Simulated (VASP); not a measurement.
## BN: single point with LDA

The system is BN.

```xyz
4
Lattice="2.5040 0.0000 0.0000 -1.2520 2.1685 0.0000 0.0000 0.0000 6.6612" Properties=species:S:1:pos:R:3 pbc="T T T"
B     0.0000    1.4457    1.6653
B     1.2520    0.7228    4.9959
N     0.0000    1.4457    4.9959
N     1.2520    0.7228    1.6653
```

```yaml
Program: VASP 6.6.1
Task: single point
Functional: LDA
Potentials_or_basis: VASP PAW LDA potentials, release 64 (B, N)
Cutoff: 520 eV
k_mesh: 12 × 12 × 4
Occupations: gaussian, width 0.05 eV
Spin: non-collinear spin, zero start, spin-orbit coupling
Starting_moments: "[[0.0, 0.0, 0.0], [0.0, 0.0, 0.0], [0.0, 0.0, 0.0], [0.0, 0.0, 0.0]] μB"
```

```yaml
Pressure: -4.2 GPa
Net_moment: 0.00 μB per cell
Valence_electrons_inside_the_program's_atomic_spheres: B 2.18; N 3.98
```

Stress tensor (GPa, compression positive):
```
-5.83  0.00  0.00
 0.00 -5.83  0.00
 0.00  0.00 -0.79
```

Moments on the atoms (μB; x, y, z):
```
B   0.00 0.00 0.00
B   0.00 0.00 0.00
N   0.00 0.00 0.00
N   0.00 0.00 0.00
```

Wall time 3.2 min on 1 thread of Intel Xeon 8259CL, on a shared host, peak memory 0.24 GiB.

Caveat: the cell stands under tension.
